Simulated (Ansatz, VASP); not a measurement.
## One calculation of AlCo, two programs

```xyz
2
Lattice="2.8194 0.0000 0.0000 0.0000 2.8194 0.0000 0.0000 0.0000 2.9322" Properties=species:S:1:pos:R:3 pbc="T T T"
Al    0.0000    0.0000    0.0000
Co    1.4097    1.4097    1.4661
```

Change from the starting cell: strain +0.000 along x and y, +0.040 along z, atoms carried along.

Alike in both runs: task single point; functional PBEsol; k mesh 16 × 16 × 16; occupations gaussian, width 0.15 eV; no spin polarisation.

```csv
,VASP,Ansatz
version,VASP 6.6.1,Ansatz 0.2.0
potentials or method,"VASP PAW PBE potentials, release 64 (Al, Co), cutoff 520 eV","scalar-relativistic, plane waves, PAW"
valence electrons in the cell,12,20
```

Ansatz gave:

* gap on the k mesh at the Fermi level (eV): none
* pressure (GPa): -6.2
* traceless stress, the component that is largest in VASP (GPa): -3.13

**Question.** Estimate VASP's values.

**Answer.** gap on the k mesh at the Fermi level (eV): none; pressure (GPa): -6.1; traceless stress, the component that is largest in VASP (GPa): -3.14.

VASP's potentials were made for PBE, not for PBEsol. A gap of «none» marks a metal or a gap that the smearing closes. The functional is the same, so the differences come from potentials, cutoffs and numerics. VASP's potentials hold 12 valence electrons a cell and Ansatz's 20, so a difference there can come from the potentials and not from the codes.
